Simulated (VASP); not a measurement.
## Si11N12: single point with PBE

Si11N12:

```
CELL_PARAMETERS angstrom
6.44190 0.12090 0.08294
0.12090 6.59585 0.11019
0.08294 0.11019 6.61827
ATOMIC_POSITIONS crystal
Si 0.73057 0.60031 0.37676
Si 0.01345 0.07854 0.62347
Si 0.54771 0.98354 0.17423
Si 0.75972 0.35255 0.89437
Si 0.50325 0.11714 0.62879
Si 0.27980 0.82294 0.88636
Si 0.83038 0.82833 0.92775
Si 0.58230 0.61930 0.69582
Si 0.31400 0.31154 0.93219
Si 0.06796 0.00339 0.27076
Si 0.01391 0.32988 0.20252
N 0.56757 0.19408 0.04829
N 0.35513 0.54643 0.78057
N 0.73672 0.34771 0.37196
N 0.43678 0.00842 0.39796
N 0.27248 0.17875 0.73359
N 0.04373 0.80855 0.74361
N 0.58111 0.87019 0.75184
N 0.18499 0.67120 0.35290
N 0.60438 0.70179 0.16806
N 0.18705 0.49114 0.26893
N 0.84555 0.98218 0.14817
N 0.77611 0.20160 0.57577
```

```yaml
Program: VASP 6.6.1
Task: single point
Functional: PBE
Potentials_or_basis: VASP PAW PBE potentials, release 64 (Si, N)
Cutoff: 520 eV
k_mesh: 1 × 1 × 1, shifted
Occupations: fermi-dirac, width 0.2482 eV
Spin: no spin polarisation
Dipole_correction: no
Mended: yes
Further_INCAR_settings: LREAL = Auto; ALGO = Normal; EDIFF = 1e-06; NBANDS = 69; ISYM = -1
```

- Pressure: 0.7 GPa
- Largest force: 9.208 eV/Å

Forces on the atoms (eV/Å):
```
Si  -1.348  1.950  0.152
Si   2.297 -1.643 -0.235
Si   1.362 -4.188  2.758
Si   0.456 -0.719  1.750
Si   2.067 -3.974 -4.448
Si   0.842 -1.585  0.346
Si  -1.130 -0.709  0.727
Si   1.983 -0.396 -0.842
Si   0.489  2.909  3.335
Si   3.062 -2.388  1.530
Si  -1.948 -0.455 -2.777
N   -2.645  6.313 -6.160
N   -2.179  0.193  2.996
N    3.084 -2.846 -0.074
N   -0.913  1.511  2.174
N   -3.023 -2.340 -1.846
N   -1.889  2.723  1.004
N    0.728  1.540  2.252
N   -0.435 -3.601 -1.817
N    0.837  0.765 -1.872
N    0.987  6.154  2.861
N   -0.154 -1.391 -2.146
N   -2.530  2.177  0.333
```

Stress tensor (GPa, compression positive):
```
-1.21 -0.42 -2.35
-0.42  3.36  3.83
-2.35  3.83 -0.13
```

Levels at points of the mesh, in eV from the Fermi level:
| k point | band 50 | band 51 | band 52 | band 53 | band 54 | band 55 |
| --- | --- | --- | --- | --- | --- | --- |
| (0.25, 0.25, 0.25) | -1.04 | -0.45 | -0.25 | 0.19 | 0.62 | 0.91 |

It took 51 s on 1 thread of Intel(R) Xeon(R) Platinum 8488C (Sapphire Rapids) (shared host), peak memory 0.32 GiB.

Caveat: the atoms stand as in a frame of molecular dynamics.
